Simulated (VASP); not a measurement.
# WS2 (P6_3/mmc) in VASP: notebook

WS2 is run at these levels: PBE; tasks: single point, relaxation of cell and atoms.

Program: VASP 6.6.1. These are calculated values, not measurements. Logs are shortened: lines on timing, memory, paths and dates and some standing lists are left out, and cuts for length are marked.

### Step 1. The cell of the first run

It takes space group P6_3/mmc (No. 194, hexagonal). Conventional cell: a = 3.153 Å, b = 3.153 Å, c = 14.282 Å, α = 90.00°, β = 90.00°, γ = 120.00°. Within 3.2 Å of W (site symmetry -6m2) lie 6 S at 2.42 Å and 6 W at 3.15 Å. Within 3.2 Å of S (site symmetry 3m) lie 3 W at 2.42 Å and 7 S at 3.15 to 3.19 Å.

### Step 2. Single point, PBE

Contents of INCAR:

```
SYSTEM = WS2
PREC = Accurate
ENCUT = 520
EDIFF = 1E-7
ISMEAR = 0
SIGMA = 0.1
LREAL = .FALSE.
LASPH = .TRUE.
NELM = 80
ALGO = Normal
ISIF = 2
LWAVE = .FALSE.
LCHARG = .FALSE.
GGA = PE
NBANDS = 35
```

Contents of KPOINTS:

```
Automatic mesh
0
G
  6 6 2
  0 0 0
```

Contents of POSCAR:

```
WS2
1.0
    3.1528147155      0.0000000000      0.0000000000
   -1.5764073577      2.7304176370      0.0000000000
    0.0000000000      0.0000000000     14.2820145019
W S
2 4
Direct
    0.6666666667      0.3333333333      0.7500000000
    0.3333333333      0.6666666667      0.2500000000
    0.3333333333      0.6666666667      0.8615431190
    0.6666666667      0.3333333333      0.3615431190
    0.3333333333      0.6666666667      0.6384568810
    0.6666666667      0.3333333333      0.1384568810
```

Potentials or basis: VASP PAW PBE potentials, release 64 (W_sv, S).

On the command line:

```
cat potpaw_PBE.64/W_sv/POTCAR potpaw_PBE.64/S/POTCAR > POTCAR
mpirun -np 1 vasp_std > vasp.out
```

OUTCAR:

```text
SYSTEM = WS2
   PREC = Accurate
   ENCUT = 520
   EDIFF = 1E-7
   ISMEAR = 0
   LREAL = .FALSE.
   LASPH = .TRUE.
   NELM = 80
   ISIF = 2
   GGA = PE

 ion  position               nearest neighbor table
   1  0.667  0.333  0.750-   3 2.42   5 2.42   3 2.42   5 2.42   3 2.42   5 2.42
   2  0.333  0.667  0.250-   4 2.42   6 2.42   4 2.42   6 2.42   4 2.42   6 2.42
   3  0.333  0.667  0.862-   1 2.42   1 2.42   1 2.42
   4  0.667  0.333  0.362-   2 2.42   2 2.42   2 2.42
   5  0.333  0.667  0.638-   1 2.42   1 2.42   1 2.42
   6  0.667  0.333  0.138-   2 2.42   2 2.42   2 2.42

  LATTYP: Found a hexagonal cell.
 ALAT       =     3.1528147155
 C/A-ratio  =     4.5299250957

  Lattice vectors:

 A1 = (   3.1528147155,   0.0000000000,   0.0000000000)
 A2 = (  -1.5764073577,   2.7304176370,   0.0000000000)
 A3 = (   0.0000000000,   0.0000000000,  14.2820145019)

Analysis of symmetry for initial positions (statically):
=====================================================================
 Subroutine PRICEL returns:
 Original cell was already a primitive cell.

 Routine SETGRP: Setting up the symmetry group for a
 hexagonal supercell.

 Subroutine GETGRP returns: Found 24 space group operations
 (whereof 12 operations were pure point group operations)
 out of a pool of 24 trial point group operations.

The static configuration has the point symmetry D_3d.
 The point group associated with its full space group is D_6h.

Analysis of symmetry for dynamics (positions and initial velocities):
=====================================================================
 Subroutine PRICEL returns:
 Original cell was already a primitive cell.

 Routine SETGRP: Setting up the symmetry group for a
 hexagonal supercell.

 Subroutine GETGRP returns: Found 24 space group operations
 (whereof 12 operations were pure point group operations)
 out of a pool of 24 trial point group operations.

The dynamic configuration has the point symmetry D_3d.
 The point group associated with its full space group is D_6h.

 Subroutine INISYM returns: Found 24 space group operations
 (whereof 12 operations are pure point group operations),
 and found     1 'primitive' translations

----------------------------------------------------------------------------------------

                                     Primitive cell

  volume of cell :     122.9467

  direct lattice vectors                    reciprocal lattice vectors
     3.152814715  0.000000000  0.000000000     0.317176901  0.183122169  0.000000000
    -1.576407358  2.730417637  0.000000000     0.000000000  0.366244338  0.000000000
     0.000000000  0.000000000 14.282014502     0.000000000  0.000000000  0.070018134

  length of vectors
     3.152814715  3.152814715 14.282014502     0.366244338  0.366244338  0.070018134

  position of ions in fractional coordinates (direct lattice)
     0.666666667  0.333333333  0.750000000
     0.333333333  0.666666667  0.250000000
     0.333333333  0.666666667  0.861543119
     0.666666667  0.333333333  0.361543119
     0.333333333  0.666666667  0.638456881
     0.666666667  0.333333333  0.138456881

  ion indices of the primitive-cell ions
   primitive index   ion index
                 1           1
                 2           2
                 3           3
                 4           4
                 5           5
                 6           6

----------------------------------------------------------------------------------------

 KPOINTS: Automatic mesh

Automatic generation of k-mesh.
 Grid dimensions read from file:
 generate k-points for:    6    6    2

 Generating k-lattice:

  Cartesian coordinates                     Fractional coordinates (reciprocal lattice)
     0.052862817  0.030520362  0.000000000     0.166666667  0.000000000  0.000000000
     0.000000000  0.061040723  0.000000000     0.000000000  0.166666667  0.000000000
     0.000000000  0.000000000  0.035009067     0.000000000  0.000000000  0.500000000

  Length of vectors
     0.061040723  0.061040723  0.035009067

[... 45 lines left out ...]
   NGX = 11   NGY = 11   NGZ = 53

 number of electron      51.9999995 magnetization

 Free energy of the ion-electron system (eV)
  ---------------------------------------------------
  ext. energy  EPLUGINS =         0.00000000
  ---------------------------------------------------
  free energy    TOTEN  =       -47.32949345 eV

  energy without entropy =      -47.32949345  energy(sigma->0) =      -47.32949345

 E-fermi :   5.8580     XC(G=0):  -9.9136

 val. band max:        5.2570127789   @ k =   0.0000   0.0000   0.0000
 cond. band min:       6.9008604905   @ k =   0.1667   0.1667   0.0000
 fundamental gap:      1.6438477115
 Fermi energy:         5.8579614826

 k-point     1 :       0.0000    0.0000    0.0000
  band No.  band energies     occupation
      1     -68.8414      2.00000
      2     -68.8413      2.00000
      3     -33.0934      2.00000
      4     -33.0934      2.00000
      5     -32.9053      2.00000
      6     -32.9053      2.00000
[... 27 lines left out ...]
     34       8.2139      0.00000
     35      10.4335      0.00000

 k-point     2 :       0.1667    0.0000    0.0000
  band No.  band energies     occupation
      1     -68.8366      2.00000
      2     -68.8366      2.00000
      3     -33.0768      2.00000
      4     -33.0768      2.00000
      5     -32.9975      2.00000
      6     -32.9975      2.00000
[... 27 lines left out ...]
     34       8.8232      0.00000
     35      11.7389      0.00000

 k-point     3 :       0.3333    0.0000    0.0000
  band No.  band energies     occupation
      1     -68.8271      2.00000
      2     -68.8271      2.00000
      3     -33.1777      2.00000
      4     -33.1777      2.00000
      5     -33.0435      2.00000
      6     -33.0435      2.00000
[... 27 lines left out ...]
     34       9.6674      0.00000
     35      11.7237      0.00000
[... 343 lines left out ...]
 k-point    13 :       0.3333    0.1667    0.5000
  band No.  band energies     occupation
      1     -68.8224      2.00000
      2     -68.8224      2.00000
      3     -33.2207      2.00000
      4     -33.2207      2.00000
      5     -33.0376      2.00000
      6     -33.0376      2.00000
[... 27 lines left out ...]
     34      10.0223      0.00000
     35      11.4783      0.00000

 k-point    14 :       0.3333    0.3333    0.5000
  band No.  band energies     occupation
      1     -68.8200      2.00000
      2     -68.8200      2.00000
      3     -33.1739      2.00000
      4     -33.1739      2.00000
      5     -33.1408      2.00000
      6     -33.1408      2.00000
[... 27 lines left out ...]
     34      10.7389      0.00000
     35      11.7882      0.00000

------------------------ aborting loop because EDIFF is reached ----------------------------------------

  FORCE on cell =-STRESS in cart. coord.  units (eV):
  Direction    XX          YY          ZZ          XY          YZ          ZX
  --------------------------------------------------------------------------------------
  -------------------------------------------------------------------------------------
  Total        1.7519445      1.7519445     -1.1185234      0.0000000      0.0000000      0.0000000
  in kB       22.8304212     22.8304212    -14.5760094      0.0000000      0.0000000      0.0000000
  external PRESSURE =      10.3616110 kB  Pullay stress =       0.0000000 kB

 VOLUME and BASIS-vectors are now :
 -----------------------------------------------------------------------------
  energy-cutoff  :      520.00
  volume of cell :      122.95
      direct lattice vectors                 reciprocal lattice vectors
     3.152814715  0.000000000  0.000000000     0.317176901  0.183122169  0.000000000
    -1.576407358  2.730417637  0.000000000     0.000000000  0.366244338  0.000000000
     0.000000000  0.000000000 14.282014502     0.000000000  0.000000000  0.070018134

 POSITION                                       TOTAL-FORCE (eV/Angst)
 -----------------------------------------------------------------------------------
      1.57641      0.91014     10.71151         0.000000     -0.000000      0.000000
     -0.00000      1.82028      3.57050        -0.000000     -0.000000      0.000000
     -0.00000      1.82028     12.30457        -0.000000     -0.000000     -0.182368
      1.57641      0.91014      5.16356         0.000000      0.000000     -0.182368
     -0.00000      1.82028      9.11845        -0.000000     -0.000000      0.182368
      1.57641      0.91014      1.97744        -0.000000      0.000000      0.182368
 -----------------------------------------------------------------------------------
    total drift:                               -0.000000      0.000000     -0.000000

  FREE ENERGIE OF THE ION-ELECTRON SYSTEM (eV)
  ---------------------------------------------------
  free  energy   TOTEN  =       -47.3294934501 eV

  energy  without entropy=      -47.3294934501  energy(sigma->0) =      -47.32949345
```

Run time: 37 s. Hardware: 1 thread of Intel Xeon 6975P-C (Granite Rapids), shared host; peak memory 0.25 GiB.

What came out:

```yaml
Free_energy: -47.3295 eV
Pressure: 1.0 GPa
Largest_force: 0.182 eV/Å
Band_gap_on_the_k_mesh: 1.64 eV, indirect (least direct gap 1.97 eV)
```

Forces on the atoms (eV/Å):
```
W    0.000  0.000  0.000
W    0.000  0.000  0.000
S    0.000  0.000 -0.182
S    0.000  0.000 -0.182
S    0.000  0.000  0.182
S    0.000  0.000  0.182
```

Caveat: spin-orbit coupling is left out, which moves the levels of the heavy elements; this functional lacks dispersion, which binds the layers, so the pressure and a relaxed spacing across them are unreliable. PBE gaps usually lie below the measured ones, often by a third to a half.

### Step 3. Single point, PBE

This run uses another cell than the first one, of 21.70 Å³/atom, 1.059 times its volume.

Contents of INCAR:

```
SYSTEM = WS2
  PREC = Accurate
  ENCUT = 520
  EDIFF = 1E-6
  ISMEAR = 0
  SIGMA = 0.02
  LREAL = .False.
  LASPH = .True.
  NELM = 80
  ALGO = Normal
  ISIF = 2
  LWAVE = .False.
  LCHARG = .True.
  GGA = PE
  LELF = .True.
  LVHAR = .True.
  NBANDS = 35
```

Contents of KPOINTS:

```
Automatic mesh
0
Gamma
  12 12 2
  0 0 0
```

Contents of POSCAR:

```
WS2
1.0
    3.1878099742      0.0000000000      0.0000000000
   -1.5939049871      2.7607244201      0.0000000000
    0.0000000000      0.0000000000     14.7916844057
W S
2 4
Direct
    0.6666666667      0.3333333333      0.7500000000
    0.3333333333      0.6666666667      0.2500000000
    0.3333333333      0.6666666667      0.8562014562
    0.6666666667      0.3333333333      0.3562014562
    0.3333333333      0.6666666667      0.6437985438
    0.6666666667      0.3333333333      0.1437985438
```

Potentials or basis: VASP PAW PBE potentials, release 64 (W_sv, S).

On the command line:

```
cat potpaw_PBE.64/W_sv/POTCAR potpaw_PBE.64/S/POTCAR > POTCAR
mpirun -np 1 vasp_std > vasp.out
```

Run time: 87 s. Hardware: 1 thread of Intel Xeon 6975P-C (Granite Rapids), shared host; peak memory 0.32 GiB.

Results (log left out):

```yaml
Free_energy: -47.3639 eV
Pressure: 0.0 GPa
Largest_force: 0.006 eV/Å
Band_gap_on_the_k_mesh: 1.63 eV, indirect (least direct gap 1.80 eV)
```

Forces in eV/Å, atoms in the order of the input:
```
W    0.000  0.000  0.000
W    0.000  0.000  0.000
S    0.000  0.000  0.006
S    0.000  0.000  0.006
S    0.000  0.000 -0.006
S    0.000  0.000 -0.006
```

Levels at points of the mesh, in eV from the valence-band top:
```csv
k point,band 22,band 23,band 24,band 25,band 26,band 27,band 28,band 29,band 30,band 31
"(0.00, 0.00, 0.00)",-1.80,-1.79,-1.79,-0.43,0.00,2.69,2.69,2.69,2.69,2.83
"(0.50, 0.00, 0.00)",-2.31,-1.46,-1.45,-1.11,-1.10,2.65,2.66,3.07,3.13,3.73
"(0.00, 0.00, 0.50)",-1.80,-1.80,-1.80,-0.18,-0.18,2.69,2.69,2.69,2.69,2.84
"(0.50, 0.00, 0.50)",-2.32,-1.46,-1.46,-1.11,-1.11,2.65,2.65,3.10,3.10,3.85
```

Caveat: spin-orbit coupling is left out, which moves the levels of the heavy elements; this functional lacks dispersion, which binds the layers, so the pressure and a relaxed spacing across them are unreliable.

### Step 4. Single point, PBE

This run uses another cell than the first one, of 21.70 Å³/atom, 1.059 times its volume.

Contents of INCAR:

```
ALGO = Normal
EDIFF = 1E-6
ENCUT = 520
GGA = PE
ISIF = 2
ISMEAR = 0
LASPH = True
LCHARG = False
LREAL = False
LWAVE = False
NBANDS = 35
NELM = 80
PREC = Accurate
SIGMA = 0.02
```

Contents of KPOINTS:

```
k-points
0
Gamma
  12 12 2
```

Contents of POSCAR:

```
WS2
1.0
    3.1878232848      0.0000000000      0.0000000000
   -1.5939116424      2.7607359474      0.0000000000
    0.0000000000      0.0000000000     14.7937461001
W S
2 4
Direct
    0.6666666667      0.3333333333      0.7500000000
    0.3333333333      0.6666666667      0.2500000000
    0.3333333333      0.6666666667      0.8561861573
    0.6666666667      0.3333333333      0.3561861573
    0.3333333333      0.6666666667      0.6438138427
    0.6666666667      0.3333333333      0.1438138427
```

On the command line:

```
cat potpaw_PBE.64/W_sv/POTCAR potpaw_PBE.64/S/POTCAR > POTCAR
mpirun -np 1 vasp_std > vasp.out
```

Run time: 81 s. Hardware: 1 thread of Intel Xeon 6975P-C (Granite Rapids), shared host; peak memory 0.31 GiB.

Results (log left out):

| Item | Value |
| --- | --- |
| Free energy | -47.3639 eV |
| Pressure | 0.0 GPa |
| Largest force | 0.006 eV/Å |
| Band gap on the k mesh | 1.63 eV, indirect (least direct gap 1.80 eV) |

Forces in eV/Å, atoms in the order of the input:
```
W    0.000  0.000  0.000
W    0.000  0.000  0.000
S    0.000  0.000  0.006
S    0.000  0.000  0.006
S    0.000  0.000 -0.006
S    0.000  0.000 -0.006
```

Levels at points of the mesh, in eV from the valence-band top:
```
           k point  band 23  band 24  band 25  band 26  band 27  band 28  band 29  band 30
(0.00, 0.00, 0.00)    -1.79    -1.79    -0.42     0.00     2.69     2.69     2.69     2.69
(0.50, 0.00, 0.00)    -1.46    -1.45    -1.11    -1.10     2.65     2.66     3.07     3.13
(0.00, 0.00, 0.50)    -1.80    -1.80    -0.18    -0.18     2.69     2.69     2.69     2.69
(0.50, 0.00, 0.50)    -1.46    -1.46    -1.11    -1.11     2.65     2.65     3.10     3.10
```

Caveat: spin-orbit coupling is left out, which moves the levels of the heavy elements; this functional lacks dispersion, which binds the layers, so the pressure and a relaxed spacing across them are unreliable.

### Step 5. Relaxation of cell and atoms, PBE

Contents of INCAR:

```
PREC = Accurate ; ENCUT = 600
EDIFF = 1E-6 ; ISMEAR = 0
SIGMA = 0.02 ; LREAL = F
LASPH = T ; NELM = 80
ALGO = Normal ; ISIF = 3
LWAVE = F ; LCHARG = F
GGA = PE ; IBRION = 2
NSW = 80 ; EDIFFG = -0.01
```

Contents of KPOINTS:

```
regular mesh
0
Gamma
  12 12 2
```

Contents of POSCAR:

```
WS2
1.0
    3.1528147155      0.0000000000      0.0000000000
   -1.5764073577      2.7304176370      0.0000000000
    0.0000000000      0.0000000000     14.2820145019
W S
2 4
Direct
    0.6666666667      0.3333333333      0.7500000000
    0.3333333333      0.6666666667      0.2500000000
    0.3333333333      0.6666666667      0.8615431190
    0.6666666667      0.3333333333      0.3615431190
    0.3333333333      0.6666666667      0.6384568810
    0.6666666667      0.3333333333      0.1384568810
```

On the command line:

```
cat potpaw_PBE.64/W_sv/POTCAR potpaw_PBE.64/S/POTCAR > POTCAR
mpirun -np 1 vasp_std > vasp.out
```

Wall time 6.5 min (1 thread of Intel Xeon 6975P-C (Granite Rapids), shared host); peak memory 0.39 GiB.

The run converged. Its results:

* Free energy: -47.3633 eV
* Relaxed volume: 20.78 Å³/atom
* Relaxed cell: a = 3.188 Å, b = 3.188 Å, c = 14.163 Å, α = 90.00°, β = 90.00°, γ = 120.00°
* Space group after relaxing (to 0.05 Å): P6_3/mmc (No. 194)
* Energy gained by relaxing: 4.5 meV/atom
* Ionic steps: 5
* Pressure after relaxing: 0.0 GPa
* Largest force after relaxing: 0.008 eV/Å
* Band gap on the k mesh: 1.55 eV, indirect (least direct gap 1.79 eV)

Forces in eV/Å, atoms in the order of the input:
```
W    0.000  0.000  0.000
W    0.000  0.000  0.000
S    0.000  0.000 -0.008
S    0.000  0.000 -0.008
S    0.000  0.000  0.008
S    0.000  0.000  0.008
```

The path:
```csv
step,energy change (eV),largest force (eV/Å),pressure (GPa),volume (Å³)
1,0.0000,0.1866,1.07,122.95
2,-0.0252,0.0514,-0.70,125.36
3,-0.0267,0.0794,-0.37,124.89
4,-0.0251,0.1363,0.81,124.18
5,-0.0273,0.0077,0.02,124.65
```

Final structure:
```cif
data_structure
_symmetry_space_group_name_H-M 'P 1'
_symmetry_Int_Tables_number 1
_cell_length_a 3.1878
_cell_length_b 3.1878
_cell_length_c 14.1634
_cell_angle_alpha 90.000
_cell_angle_beta 90.000
_cell_angle_gamma 120.000
_cell_volume 124.65
loop_
_atom_site_label
_atom_site_type_symbol
_atom_site_fract_x
_atom_site_fract_y
_atom_site_fract_z
_atom_site_occupancy
W1 W 0.66667 0.33333 0.75000 1
W2 W 0.33333 0.66667 0.25000 1
S1 S 0.33333 0.66667 0.86094 1
S2 S 0.66667 0.33333 0.36094 1
S3 S 0.33333 0.66667 0.63906 1
S4 S 0.66667 0.33333 0.13906 1
```

Levels at points of the mesh, in eV from the valence-band top:
```tsv
k point	band 24	band 25	band 26	band 27	band 28	band 29
(0.00, 0.00, 0.00)	-1.87	-0.56	0.00	2.61	2.61	2.61
(0.50, 0.00, 0.00)	-1.52	-1.20	-1.17	2.57	2.58	2.97
(0.00, 0.00, 0.50)	-1.87	-0.23	-0.23	2.61	2.61	2.61
(0.50, 0.00, 0.50)	-1.54	-1.19	-1.19	2.58	2.58	3.02
```

Caveat: spin-orbit coupling is left out, which moves the levels of the heavy elements; this functional lacks dispersion, which binds the layers, so the pressure and a relaxed spacing across them are unreliable.

### Step 6. Summary

| task | cell | k mesh | cutoff (eV) | smearing | gap on the mesh (eV) | pressure (GPa) | largest force (eV/Å) |
| --- | --- | --- | --- | --- | --- | --- | --- |
| single point | a = 3.153, b = 3.153, c = 14.282 Å, angles 90.0, 90.0, 120.0°, 6 atoms | 6 × 6 × 2 | 520 | gaussian 0.1 eV | 1.64 | 1.0 | 0.18 |
| single point | a = 3.188, b = 3.188, c = 14.792 Å, angles 90.0, 90.0, 120.0°, 6 atoms | 12 × 12 × 2 | 520 | gaussian 0.02 eV | 1.63 | 0.0 | 0.01 |
| single point | a = 3.188, b = 3.188, c = 14.794 Å, angles 90.0, 90.0, 120.0°, 6 atoms | 12 × 12 × 2 | 520 | gaussian 0.02 eV | 1.63 | 0.0 | 0.01 |
| relaxation of cell and atoms | relaxed from a = 3.153, b = 3.153, c = 14.282 Å, angles 90.0, 90.0, 120.0°, 6 atoms | 12 × 12 × 2 | 600 | gaussian 0.02 eV | 1.55 | 0.0 | 0.01 |

Alike in all rows: level PBE; potentials or basis VASP PAW PBE potentials, release 64 (W_sv, S); no spin polarisation.

Caveats: spin-orbit coupling is left out, which moves the levels of the heavy elements; this functional lacks dispersion, which binds the layers, so the pressure and a relaxed spacing across them are unreliable.

Absolute energies hang on the potentials; compare differences alone.
